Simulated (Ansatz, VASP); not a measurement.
## Rb2PdO2 in VASP and in Ansatz

```
Rb O Pd
1.0
     0.00000    4.24922    0.00000
     4.24922    0.00000    0.00000
     2.12461    2.12461   -6.86611
Rb O Pd
2 2 1
Direct
  0.34916 0.34916 0.30168
  0.65084 0.65084 0.69832
  0.13618 0.13618 0.72763
  0.86382 0.86382 0.27237
  0.00000 0.00000 0.00000
```

Alike in both runs: functional PBE; k mesh 8 × 8 × 8; no spin polarisation.

Ansatz relaxed the structure, and its values are those at the end. VASP's run is a single point on that final structure, the one shown.

|  | VASP | Ansatz |
| --- | --- | --- |
| version | VASP 6.6.1 | Ansatz 0.2.0 |
| potentials or method | VASP PAW PBE potentials, release 64 (Rb_sv, O, Pd), cutoff 520 eV | PAW plane waves |
| occupations | fermi-dirac, width 0.1 eV | fermi-dirac |
| valence electrons in the cell | 40 | 48 |

```csv
,VASP,Ansatz,Ansatz less VASP
gap on the k mesh at the Fermi level (eV),none,none,-
pressure (GPa),0.0,0.0,+0.03
rms of the force components (eV/Å),0.004,0.002,-0.0028
```

A gap of «none» marks a metal or a gap that the smearing closes. VASP's potentials hold 40 valence electrons a cell and Ansatz's 48, so a difference there can come from the potentials and not from the codes.
